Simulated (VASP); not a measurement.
# C (P6_3/mmc) in VASP: notebook, part 2 of 2

VASP 6.6.1.

**5. Single point, PBE+D3(BJ) (8.49 Å³/atom)**

This run uses another cell than the first one, of 8.49 Å³/atom.

INCAR reads:

```
ALGO = Normal
EDIFF = 1E-7
ENCUT = 520
GGA = PE
ISIF = 2
ISMEAR = 0
IVDW = 12
LASPH = T
LCHARG = F
LREAL = F
LWAVE = F
NBANDS = 36
NELM = 80
PREC = Accurate
SIGMA = 0.1
```

KPOINTS reads:

```
k-points
0
Gamma
  18 18 2
```

POSCAR reads:

```
C
1.0
    2.4594539580      0.0000000000      0.0000000000
   -1.2297269790      2.1299496071      0.0000000000
    0.0000000000      0.0000000000     19.4553534056
C
12
Direct
    0.6666666667      0.3333333333      0.9518999493
    0.6666666667      0.3333333333      0.4519341671
    0.6666666667      0.3333333333      0.7793991629
    0.6666666667      0.3333333333      0.2794333807
    0.0000000000      0.0000000000      0.6156666650
    0.3333333333      0.6666666667      0.2793991629
    0.0000000000      0.0000000000      0.1156666650
    0.6666666667      0.3333333333      0.6156666650
    0.3333333333      0.6666666667      0.7794333807
    0.3333333333      0.6666666667      0.1156666650
    0.3333333333      0.6666666667      0.4518999493
    0.3333333333      0.6666666667      0.9519341671
```

Potentials or basis: VASP PAW PBE potentials, release 64 (C).

On the command line:

```bash
$ cat potpaw_PBE.64/C/POTCAR > POTCAR
$ mpirun -np 1 vasp_std > vasp.out
```

OUTCAR:

```text
EDIFF = 1E-7
   ENCUT = 520
   GGA = PE
   ISIF = 2
   ISMEAR = 0
   IVDW = 12
   LASPH = T
   LREAL = F
   NELM = 80
   PREC = Accurate
 IVDW          = 12

 ion  position               nearest neighbor table
   1  0.667  0.333  0.952-  12 1.42  12 1.42  12 1.42
   2  0.667  0.333  0.452-  11 1.42  11 1.42  11 1.42
   3  0.667  0.333  0.779-   9 1.42   9 1.42   9 1.42
   4  0.667  0.333  0.279-   6 1.42   6 1.42   6 1.42
   5  0.000  0.000  0.616-   8 1.42   8 1.42   8 1.42
   6  0.333  0.667  0.279-   4 1.42   4 1.42   4 1.42
   7  0.000  0.000  0.116-  10 1.42  10 1.42  10 1.42
   8  0.667  0.333  0.616-   5 1.42   5 1.42   5 1.42
   9  0.333  0.667  0.779-   3 1.42   3 1.42   3 1.42
  10  0.333  0.667  0.116-   7 1.42   7 1.42   7 1.42
  11  0.333  0.667  0.452-   2 1.42   2 1.42   2 1.42
  12  0.333  0.667  0.952-   1 1.42   1 1.42   1 1.42

  LATTYP: Found a hexagonal cell.
 ALAT       =     2.4594539580
 C/A-ratio  =     7.9104361122

  Lattice vectors:

 A1 = (   2.4594539580,   0.0000000000,   0.0000000000)
 A2 = (  -1.2297269790,   2.1299496071,   0.0000000000)
 A3 = (   0.0000000000,   0.0000000000,  19.4553534056)

Analysis of symmetry for initial positions (statically):
=====================================================================
 Subroutine PRICEL returns:
 Original cell was already a primitive cell.

 Routine SETGRP: Setting up the symmetry group for a
 hexagonal supercell.

 Subroutine GETGRP returns: Found 24 space group operations
 (whereof  6 operations were pure point group operations)
 out of a pool of 24 trial point group operations.

The static configuration has the point symmetry C_3v.
 The point group associated with its full space group is D_6h.

Analysis of symmetry for dynamics (positions and initial velocities):
=====================================================================
 Subroutine PRICEL returns:
 Original cell was already a primitive cell.

 Routine SETGRP: Setting up the symmetry group for a
 hexagonal supercell.

 Subroutine GETGRP returns: Found 24 space group operations
 (whereof  6 operations were pure point group operations)
 out of a pool of 24 trial point group operations.

The dynamic configuration has the point symmetry C_3v.
 The point group associated with its full space group is D_6h.

 Subroutine INISYM returns: Found 24 space group operations
 (whereof  6 operations are pure point group operations),
 and found     1 'primitive' translations

----------------------------------------------------------------------------------------

                                     Primitive cell

  volume of cell :     101.9171

  direct lattice vectors                    reciprocal lattice vectors
     2.459453958  0.000000000  0.000000000     0.406594316  0.234747338  0.000000000
    -1.229726979  2.129949607  0.000000000     0.000000000  0.469494676  0.000000000
     0.000000000  0.000000000 19.455353406     0.000000000  0.000000000  0.051399735

  length of vectors
[... 64 lines left out ...]
  0.277778 -0.000000  0.000000      6.000000
[... 16 lines left out ...]
  0.333333  0.111111  0.000000     12.000000
  0.388889  0.111111  0.000000     12.000000
 [... further k-points ...]
   k-points           NKPTS =     74   k-points in BZ     NKDIM =     74   number of bands    NBANDS=     36
   number of dos      NEDOS =    301   number of ions     NIONS =     12
   total plane-waves  NPLWV =  48600
   dimension x,y,z NGX =    18 NGY =   18 NGZ =  150
   dimension x,y,z NGXF=    36 NGYF=   36 NGZF=  300
   ions per type =              12
   NGX,Y,Z   is equivalent  to a cutoff of  12.17, 12.17, 12.82 a.u.
   NGXF,Y,Z  is equivalent  to a cutoff of  24.33, 24.33, 25.63 a.u.
 SYSTEM =  unknown system
   PREC   = accura    normal or accurate (medium, high low for compatibility)
   ISTART =      0    job   : 0-new  1-cont  2-samecut
   ICHARG =      2    charge: 1-file 2-atom 10-const
   ISPIN  =      1    spin polarized calculation?
   LNONCOLLINEAR =      F non collinear calculations
   LSORBIT =      F    spin-orbit coupling
   LASPH  =      T    aspherical Exc in radial PAW
   ENCUT  =  520.0 eV  38.22 Ry    6.18 a.u.   4.57  4.57 36.17*2*pi/ulx,y,z
   NELM   =     80;   NELMIN=  2; NELMDL= -5     # of ELM steps
   EDIFF  = 0.1E-06   stopping-criterion for ELM
   LREAL  =      F    real-space projection
   EDIFFG = 0.1E-05   stopping-criterion for IOM
   NSW    =      0    number of steps for IOM
   IBRION =     -1    ionic relax: 0-MD 1-quasi-New 2-CG
   NFREE  =      0    steps in history (QN), initial steepest desc. (CG)
   ISIF   =      2    stress and relaxation
   ISYM   =      2    0-nonsym 1-usesym 2-fastsym
   POTIM  = 0.5000    time-step for ionic-motion
   TEBEG  =    0.0;   TEEND  =   0.0 temperature during run
   PSTRESS=    0.0 pullay stress
   NELECT =      48.0000    total number of electrons
   NUPDOWN=      -1.0000    fix difference up-down
   EMIN   =  10.00;   EMAX   =-10.00  energy-range for DOS
   EFERMI =   0.00;   METHOD = LEGACY
   ISMEAR =     0;   SIGMA  =   0.10  broadening in eV -4-tet -1-fermi 0-gaus
   EFERMI_NEDOS =   21; number of points for ismear=-14 and -15
   IALGO  =     38    algorithm
   IMIX   =      4    mixing-type and parameters
     AMIX     =   0.40;   BMIX     =  1.00
     AMIX_MAG =   1.60;   BMIX_MAG =  1.00
  volume/ion in A,a.u.               =       8.49        57.31
  Fermi-wavevector in a.u.,A,eV,Ry     =   1.273717  2.406976 22.073471  1.622354
  Thomas-Fermi vector in A             =   2.406525
   LORBIT       =      0    0 simple, 1 ext, 2 COOP (PROOUT), +10 PAW based schemes
   GGA     = PE    functional components
   LHFCALC =     F    Hartree Fock is set to
   AEXX    =    0.0000 exact exchange contribution
   IVDW    =    12    specifies the selected vdW correction
   LEPSILON=     F    determine dielectric tensor
   LRPA    =     F    only Hartree local field effects (RPA)
 non-spin polarized calculation
 Gauss-broadening in eV      SIGMA  =   0.10
  energy-cutoff  :      520.00
  volume of cell :      101.92
 maximum number of plane-waves:      2786
   NGX =  9   NGY =  9   NGZ = 73

 number of electron      47.9999987 magnetization

 Free energy of the ion-electron system (eV)
  ---------------------------------------------------
  ext. energy  EPLUGINS =         0.00000000
  ---------------------------------------------------
  free energy    TOTEN  =      -110.36978132 eV

  energy without entropy =     -110.36839780  energy(sigma->0) =     -110.36908956

 E-fermi :   5.0167     XC(G=0): -10.5646

 val. band max:        5.0164743716   @ k =   0.3333   0.3333   0.0000
 cond. band min:       5.0294413640   @ k =   0.3333   0.3333   0.5000
 fundamental gap:      0.0129669924
 Fermi energy:         5.0167265921

 k-point     1 :       0.0000    0.0000    0.0000
  band No.  band energies     occupation
      1     -14.7198      2.00000
      2     -14.6489      2.00000
      3     -14.6053      2.00000
      4     -14.4554      2.00000
      5     -14.4035      2.00000
      6     -14.3236      2.00000
[... 925 lines left out ...]
     35      13.9315      0.00000
     36      14.0580      0.00000

 [... further k-points ...]

------------------------ aborting loop because EDIFF is reached ----------------------------------------

 Edisp (eV)   -1.95448

 E8    (eV) :    -0.5564

  FORCE on cell =-STRESS in cart. coord.  units (eV):
  Direction    XX          YY          ZZ          XY          YZ          ZX
  --------------------------------------------------------------------------------------
  -------------------------------------------------------------------------------------
  Total       2.24693     2.24693     1.65026     0.00000     0.00000     0.00000
  in kB      35.32261    35.32261    25.94270     0.00000     0.00000     0.00000
  external pressure =       32.20 kB  Pullay stress =        0.00 kB

 VOLUME and BASIS-vectors are now :
 -----------------------------------------------------------------------------
  energy-cutoff  :      520.00
  volume of cell :      101.92
      direct lattice vectors                 reciprocal lattice vectors
     2.459453958  0.000000000  0.000000000     0.406594316  0.234747338  0.000000000
    -1.229726979  2.129949607  0.000000000     0.000000000  0.469494676  0.000000000
     0.000000000  0.000000000 19.455353406     0.000000000  0.000000000  0.051399735

 POSITION                                       TOTAL-FORCE (eV/Angst)
 -----------------------------------------------------------------------------------
      1.22973      0.70998     18.51955         0.000000      0.000000     -0.000556
      1.22973      0.70998      8.79254        -0.000000      0.000000      0.002258
      1.22973      0.70998     15.16349        -0.000000      0.000000     -0.002258
      1.22973      0.70998      5.43648         0.000000      0.000000      0.000556
      0.00000      0.00000     11.97801        -0.000000      0.000000     -0.000000
     -0.00000      1.41997      5.43581         0.000000     -0.000000     -0.002258
      0.00000      0.00000      2.25034         0.000000      0.000000     -0.000000
      1.22973      0.70998     11.97801        -0.000000     -0.000000     -0.000000
     -0.00000      1.41997     15.16415        -0.000000      0.000000      0.000556
     -0.00000      1.41997      2.25034         0.000000     -0.000000     -0.000000
     -0.00000      1.41997      8.79187        -0.000000      0.000000     -0.000556
     -0.00000      1.41997     18.52022         0.000000     -0.000000      0.002258
 -----------------------------------------------------------------------------------
    total drift:                                0.000000      0.000000     -0.000060

  FREE ENERGIE OF THE ION-ELECTRON SYSTEM (eV)
  ---------------------------------------------------
  free  energy   TOTEN  =      -112.3242616205 eV

  energy  without entropy=     -112.3228781035  energy(sigma->0) =     -112.32356986
```

Run time: 3.4 min. Hardware: 1 thread of AMD EPYC 7R13 (Zen 3), shared host; peak memory 0.29 GiB.

Results:

- Free energy: -112.3243 eV
- Pressure: 3.2 GPa
- Band gap on the k mesh: zero (filled and empty bands touch)
- Dispersion energy per atom: -0.163 eV

Forces on the atoms (eV/Å):
```
C    0.000  0.000 -0.001
C    0.000  0.000  0.002
C    0.000  0.000 -0.002
C    0.000  0.000  0.001
C    0.000  0.000  0.000
C    0.000  0.000 -0.002
C    0.000  0.000  0.000
C    0.000  0.000  0.000
C    0.000  0.000  0.001
C    0.000  0.000  0.000
C    0.000  0.000 -0.001
C    0.000  0.000  0.002
```

Caveat: the cell stands under pressure.

**6. Single point, PBE+D3(BJ) (8.76 Å³/atom)**

This run uses another cell than the first one, of 8.76 Å³/atom.

INCAR reads:

```
SYSTEM = C
PREC = Accurate ; ENCUT = 520
EDIFF = 1E-6 ; ISMEAR = 0
SIGMA = 0.1 ; LREAL = .FALSE.
LASPH = .TRUE. ; NELM = 100
ALGO = Normal ; ISIF = 2
LWAVE = .FALSE. ; LCHARG = .FALSE.
GGA = PE ; IVDW = 12
NBANDS = 36
```

KPOINTS reads:

```
regular mesh
0
G
  18 18 2
  0 0 0
```

POSCAR reads:

```
C
1.0
    2.4626502864      0.0000000000      0.0000000000
   -1.2313251432      2.1327177086      0.0000000000
    0.0000000000      0.0000000000     20.0241878914
C
12
Direct
    0.6666666667      0.3333333333      0.9519614909
    0.6666666667      0.3333333333      0.4519889844
    0.6666666667      0.3333333333      0.7793443456
    0.6666666667      0.3333333333      0.2793718391
    0.0000000000      0.0000000000      0.6156666650
    0.3333333333      0.6666666667      0.2793443456
    0.0000000000      0.0000000000      0.1156666650
    0.6666666667      0.3333333333      0.6156666650
    0.3333333333      0.6666666667      0.7793718391
    0.3333333333      0.6666666667      0.1156666650
    0.3333333333      0.6666666667      0.4519614909
    0.3333333333      0.6666666667      0.9519889844
```

Potentials or basis: VASP PAW PBE potentials, release 64 (C).

On the command line:

```bash
$ cat potpaw_PBE.64/C/POTCAR > POTCAR
$ mpirun -np 1 vasp_std > vasp.out
```

Run time: 2.8 min. Hardware: 1 thread of AMD EPYC 7R13 (Zen 3), shared host; peak memory 0.29 GiB.

It converged, with:

- Free energy: -112.3638 eV
- Pressure: 1.5 GPa
- Band gap on the k mesh: zero (filled and empty bands touch)
- Dispersion energy per atom: -0.157 eV

Stress tensor (GPa, compression positive):
```
1.81 0.00 0.00
0.00 1.81 0.00
0.00 0.00 1.02
```

Levels at points of the mesh, in eV from the Fermi level:
```tsv
k point	band 20	band 21	band 22	band 23	band 24	band 25	band 26	band 27	band 28	band 29
(0.00, 0.00, 0.00)	-2.99	-2.99	-2.99	-2.98	-2.98	4.32	5.47	5.80	8.34	8.35
(0.50, 0.00, 0.00)	-2.65	-2.58	-2.23	-2.05	-1.92	1.29	1.30	1.63	1.92	2.06
(0.00, 0.00, 0.50)	-3.00	-2.99	-2.99	-2.99	-2.99	4.67	4.67	7.02	7.02	8.35
(0.50, 0.00, 0.50)	-2.79	-2.38	-2.38	-1.97	-1.97	1.29	1.29	1.74	1.74	2.23
```

**7. Overview**

```csv
level,cell,gap on the mesh (eV),pressure (GPa)
PBE+D3(BJ),"a = 2.451, b = 2.451, c = 18.338 Å, angles 90.0, 90.0, 120.0°, 12 atoms, atomic positions A",none,8.3
PBE+D3(BJ),"a = 2.456, b = 2.456, c = 18.890 Å, angles 90.0, 90.0, 120.0°, 12 atoms, atomic positions B",none,5.3
PBEsol+D3(BJ),"a = 2.456, b = 2.456, c = 18.890 Å, angles 90.0, 90.0, 120.0°, 12 atoms, atomic positions B",none,2.6
PBE+D3(BJ),"a = 2.459, b = 2.459, c = 19.455 Å, angles 90.0, 90.0, 120.0°, 12 atoms, atomic positions C",none,3.2
PBE+D3(BJ),"a = 2.463, b = 2.463, c = 20.024 Å, angles 90.0, 90.0, 120.0°, 12 atoms, atomic positions D",none,1.5
```

Alike in all rows: task single point; potentials or basis VASP PAW PBE potentials, release 64 (C); no spin polarisation; k mesh 18 × 18 × 2; cutoff (eV) 520; smearing gaussian 0.1 eV.

Caveats: the cell stands under pressure (at least some runs); the PAW data sets were made with another functional, which shifts forces and pressure a little (at least some runs).

Absolute energies hang on the potentials; compare differences alone.

The gap in the log of VASP goes by the Fermi energy; the results here count the filled bands.